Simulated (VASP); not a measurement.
Set up this calculation in VASP 6.6.1, as the native input.

```yaml
Task: single point
Functional: PBE
Potentials_or_basis: VASP PAW PBE potentials, release 64 (Nb_sv)
Cutoff: 520 eV
k_mesh: 18 × 18 × 18
Occupations: gaussian, width 0.1 eV
Spin: no spin polarisation
Dipole_correction: no
Further_INCAR_settings: ALGO = Normal; EDIFF = 1e-06; NBANDS = 12
```

The structure of Nb lies in POSCAR:

```
Nb
1.0
   -1.6555580008      1.6555580008      1.6555580008
    1.6555580008     -1.6555580008      1.6555580008
    1.6555580008      1.6555580008     -1.6555580008
Nb
1
Direct
    0.0000000000      0.0000000000      0.0000000000
```

These files were run (other wordings do the same):

INCAR

```
PREC     = Accurate       # precision mode
ENCUT    = 520            # plane-wave cutoff, eV
EDIFF    = 1E-6           # SCF threshold, eV
ISMEAR   = 0              # smearing method
SIGMA    = 0.1            # smearing width, eV
LREAL    = F              # projectors in reciprocal space
LASPH    = T              # aspherical terms in the spheres
NELM     = 60             # most SCF steps
ALGO     = Normal         # electronic algorithm
ISIF     = 2              # what is computed and relaxed
LWAVE    = F              # write WAVECAR
LCHARG   = F              # write CHGCAR
GGA      = PE             # functional
NBANDS   = 12             # bands
```

KPOINTS

```
regular mesh
0
Gamma
  18 18 18
```

Potentials or basis: VASP PAW PBE potentials, release 64 (Nb_sv).

Run with:

```bash
$ cat potpaw_PBE.64/Nb_sv/POTCAR > POTCAR
$ mpirun -np 1 vasp_std > vasp.out
```

Results of the run:

```json
{
 "Pressure": "-0.3 GPa",
 "Band gap on the k mesh": "zero (an odd number of electrons rules out a gap without spin polarisation)"
}
```

It took 50 s on 1 thread of Intel Xeon 8259CL (shared host), peak memory 0.17 GiB.
